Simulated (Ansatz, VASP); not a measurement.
## One calculation of ZnH4O3, two programs

```
Zn H O
1.0
     2.58294    0.00000    0.00000
    -1.29147    2.23689    0.00000
     0.00000    0.00000   10.65727
Zn H O
1 4 3
Cartesian
  1.2915 0.7456 0.0000
  0.0000 0.0000 1.7709
  0.0000 0.0000 5.8453
  0.0000 0.0000 4.8120
  0.0000 0.0000 8.8864
  1.2915 0.7456 5.3286
  0.0000 1.4913 1.5140
  0.0000 1.4913 9.1433
```

Change from the starting cell: species swapped into the Mn4Te3Se type (P-6m2, No. 187).

Alike in both runs: functional PBE; k mesh 6 × 6 × 2; occupations gaussian, width 0.1 eV; collinear spin.

Ansatz relaxed the structure, and its values are those at the end. VASP's run is a single point on that final structure, the one shown.

|  | VASP | Ansatz |
| --- | --- | --- |
| version | VASP 6.6.1 | Ansatz 0.2.0 |
| potentials or method | VASP PAW PBE potentials, release 64 (Zn, H, O), cutoff 520 eV | scalar-relativistic, plane waves, PAW |
| valence electrons in the cell | 34 | 34 |

|  | VASP | Ansatz | Ansatz less VASP |
| --- | --- | --- | --- |
| gap on the k mesh at the Fermi level (eV) | 0.38 | 0.39 | +0.009 |
| least direct gap on the mesh (eV) | 0.38 | 0.39 | +0.009 |
| pressure (GPa) | 0.5 | 0.1 | -0.36 |
| rms of the force components (eV/Å) | 0.024 | 0.001 | -0.0230 |
| net moment per atom (μB) | 0.00 | 0.00 | 0.000 |

The functional is the same, so the differences come from potentials, cutoffs and numerics. Ansatz's warnings: seeded moment not kept.

The k mesh is coarse, so the values compare programs but aren't converged.
